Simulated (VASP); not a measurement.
Write the native input for VASP 6.6.1 that does the following.

```
Task                   : relaxation of cell and atoms
Functional             : PBEsol
Potentials or basis    : VASP PAW PBE potentials, release 64 (Ag)
Cutoff                 : 600 eV
k mesh                 : 18 × 18 × 18
Occupations            : gaussian, width 0.1 eV
Spin                   : no spin polarisation
Dipole correction      : no
Further INCAR settings : ALGO = Fast; EDIFF = 1e-06; IBRION = 2; EDIFFG = -0.005; NSW = 100; ISIF = 3
```

The structure of Ag lies in POSCAR:

```
Ag
1.0
   -1.6556540000      1.6556540000      1.6556540000
    1.6556540000     -1.6556540000      1.6556540000
    1.6556540000      1.6556540000     -1.6556540000
Ag
1
Direct
    0.0000000000      0.0000000000      0.0000000000
```

The input as run:

INCAR

```
ALGO = Fast
EDIFF = 1E-6
EDIFFG = -0.005
ENCUT = 600
GGA = PS
IBRION = 2
ISIF = 3
ISMEAR = 0
LASPH = T
LCHARG = F
LREAL = F
LWAVE = F
NELM = 60
NSW = 100
PREC = Accurate
SIGMA = 0.1
```

KPOINTS

```
k-points
0
Gamma
  18 18 18
```

Potentials or basis: VASP PAW PBE potentials, release 64 (Ag).

Command:

```console
$ cat potpaw_PBE.64/Ag/POTCAR > POTCAR
$ mpirun -np 1 vasp_std > vasp.out
```

It gave:

```yaml
Relaxed_volume: 16.75 Å³/atom
Relaxed_cell: a = 2.792 Å, b = 2.792 Å, c = 2.792 Å, α = 109.47°, β = 109.47°, γ = 109.47°
Space_group_after_relaxing_to_0.05_Å: Im-3m (No. 229)
Energy_gained_by_relaxing: 34.9 meV/atom
Ionic_steps: 3
Pressure_after_relaxing: 0.0 GPa
```

Caveat: the PAW data sets were made with another functional, which shifts forces and pressure a little.

Run time: 100 s on 1 thread of AMD EPYC 7R43 64-Core Processor (Zen 3) (shared host), peak memory 0.15 GiB.
